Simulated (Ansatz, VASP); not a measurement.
YHg in VASP and in Ansatz

File INCAR:

```
PREC = Accurate
ENCUT = 520
EDIFF = 1E-8
ISMEAR = -1
SIGMA = 0.08
LREAL = F
LASPH = T
NELM = 80
ALGO = Normal
ISIF = 2
LWAVE = F
LCHARG = F
GGA = CA
LEFG = T
NBANDS = 18
```

Contents of KPOINTS:

```
Automatic mesh
0
Gamma
  11 11 11
```

Contents of POSCAR:

```
YHg
1.0
    3.6696855268      0.0000000000      0.0000000000
    0.0000000000      3.6696855268      0.0000000000
    0.0000000000      0.0000000000      3.6696855268
Y Hg
1 1
Direct
    0.5000000000      0.5000000000      0.5000000000
    0.0000000000      0.0000000000      0.0000000000
```

Input for Ansatz:

```yaml
crystal:
  lattice:
    - [3.6696855268, 0.0, 0.0]
    - [0.0, 3.6696855268, 0.0]
    - [0.0, 0.0, 3.6696855268]
  atoms:
    - { symbol: "Y", position: [0.5, 0.5, 0.5] }
    - { symbol: Hg, position: [0.0, 0.0, 0.0] }
kpoints:
  mp_grid: { grid: [11, 11, 11] }
scf:
  occupations: { method: fermi_dirac, width: 0.08 }
hamiltonian:
  xc: lda
  pseudopotentials: { kind: all_electron, datasets: crystal }
output:
  forces: true
  stress: true
  eigenvalues: true
  efg: { contact_densities: true }
```

Change from the starting cell: volume scaled by 0.99, crystal datasets.

Alike in both runs: task electric field gradients; functional LDA; k mesh 11 × 11 × 11; occupations fermi-dirac, width 0.08 eV; no spin polarisation.

|  | VASP | Ansatz |
| --- | --- | --- |
| version | VASP 6.6.1 | Ansatz 0.2.0 |
| potentials or method | VASP PAW LDA potentials, release 64 (Y_sv, Hg), cutoff 520 eV | all-electron PAW with datasets made for the crystal, scalar-relativistic |

VASP gave:

| Item | Value |
| --- | --- |
| pressure (GPa) | -2.6 |

Task: Estimate Ansatz's values.

Result: Pressure (GPa): -2.8.

LDA's correlation is that of Perdew and Zunger in VASP and of Perdew and Wang (1992) in Ansatz. Ansatz ran all-electron here, and VASP with PAW potentials.

Spin-orbit coupling is off throughout.
